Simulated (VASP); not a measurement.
Here is a VASP 6.6.1 calculation.

File INCAR:

```
PREC = Accurate ; ENCUT = 500
EDIFF = 1E-6 ; ISMEAR = 0
SIGMA = 0.1 ; LREAL = False
LASPH = True ; NELM = 120
ALGO = Normal ; ISIF = 2
LWAVE = False ; LCHARG = False
GGA = PE ; NBANDS = 11
GGA_COMPAT = False
```

KPOINTS

```
Automatic mesh
0
Gamma
  8 8 8
```

The input POSCAR:

```
Sr
1.0
    0.0000000000      2.9990358609      2.9990358609
    2.9990358609      0.0000000000      2.9990358609
    2.9990358609      2.9990358609      0.0000000000
Sr
1
Direct
    0.0000000000      0.0000000000      0.0000000000
```

Potentials or basis: VASP PAW PBE potentials, release 64 (Sr_sv).

The run is started by

```console
$ cat potpaw_PBE.64/Sr_sv/POTCAR > POTCAR
$ mpirun -np 1 vasp_std > vasp.out
```

**Question.** What does it give for the band gap on the k mesh?

**Answer.** Zero (band 5 reaches 1.70 eV, above the bottom of band 6 at 1.68 eV).

**Question.** Estimate the pressure.

**Answer.** 0.2 GPa.
